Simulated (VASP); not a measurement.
Write the native input for VASP 6.6.1 that does the following.

```yaml
Task: single point
Functional: LDA
Potentials_or_basis: VASP PAW LDA potentials, release 64 (B, W_sv)
Cutoff: 520 eV
k_mesh: 8 × 8 × 8
Occupations: fermi-dirac, width 0.05 eV
Spin: no spin polarisation
Dipole_correction: no
Further_INCAR_settings: ALGO = Normal; EDIFF = 1e-06; NBANDS = 25
```

The structure of BW lies in POSCAR:

```
BW
1.0
    4.5261820000      0.0000000000      0.0000000000
   -3.4218233536      2.9626758908      0.0000000000
    0.0000000000      0.0000000000      3.0951270000
B W
2 2
Direct
    0.5610220000      0.4389780000      0.2500000000
    0.4389780000      0.5610220000      0.7500000000
    0.8553850000      0.1446150000      0.2500000000
    0.1446150000      0.8553850000      0.7500000000
```

The input as run:

INCAR

```
SYSTEM = BW
ALGO     = Normal         ! electronic algorithm
EDIFF    = 1E-6           ! SCF threshold, eV
ENCUT    = 520            ! plane-wave cutoff, eV
GGA      = CA             ! functional
ISIF     = 2              ! what is computed and relaxed
ISMEAR   = -1             ! smearing method
LASPH    = .True.         ! aspherical terms in the spheres
LCHARG   = .False.        ! write CHGCAR
LREAL    = .False.        ! projectors in reciprocal space
LWAVE    = .False.        ! write WAVECAR
NBANDS   = 25             ! bands
NELM     = 100            ! most SCF steps
PREC     = Accurate       ! precision mode
SIGMA    = 0.05           ! smearing width, eV
```

KPOINTS

```
k-points
0
Gamma
  8 8 8
  0 0 0
```

Potentials or basis: VASP PAW LDA potentials, release 64 (B, W_sv).

Command:

```console
$ cat potpaw_LDA.64/B/POTCAR potpaw_LDA.64/W_sv/POTCAR > POTCAR
$ mpirun -np 1 vasp_std > vasp.out
```

Results of the run:

```json
{
  "Pressure": "-8.3 GPa",
  "Largest force": "0.040 eV/Å",
  "Band gap on the k mesh": "zero (bands 17 and 18 overlap by 4.05 eV)"
}
```

Caveat: the cell stands under tension; spin-orbit coupling is left out, which moves the levels of the heavy elements.

Run time: 38 s on 1 thread of Intel(R) Xeon(R) 6975P-C (Granite Rapids), with other jobs on the host, peak memory 0.22 GiB.
